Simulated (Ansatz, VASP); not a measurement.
# One calculation of AlRu2, two programs

```
Al Ru
1.0
    -2.40433    2.40433    3.93729
     2.40433   -2.40433    3.93729
     2.40433    2.40433   -3.93729
Al Ru
2 4
Cartesian
  0.0000 0.0000 0.0000
  0.0000 2.4043 1.9686
  0.0000 0.0000 2.6189
  0.0000 2.4043 4.5875
  0.0000 2.4043 -0.6502
  0.0000 0.0000 5.2557
```

Alike in both runs: functional PBE; k mesh 6 × 6 × 6; occupations gaussian, width 0.1 eV; no spin polarisation.

Ansatz relaxed the structure, and its values are those at the end. VASP's run is a single point on that final structure, the one shown.

|  | VASP | Ansatz |
| --- | --- | --- |
| version | VASP 6.6.1 | Ansatz 0.2.0 |
| potentials or method | VASP PAW PBE potentials, release 64 (Al, Ru_pv), cutoff 520 eV | scalar-relativistic, plane waves, PAW |
| valence electrons in the cell | 62 | 70 |

```csv
,VASP,Ansatz,Ansatz less VASP
gap on the k mesh at the Fermi level (eV),none,none,-
pressure (GPa),0.0,0.0,-0.04
```

A gap of «none» marks a metal or a gap that the smearing closes. With one functional, cell and mesh, what is left measures potentials, basis and numerics. VASP's potentials hold 62 valence electrons a cell and Ansatz's 70, so a difference there can come from the potentials and not from the codes.
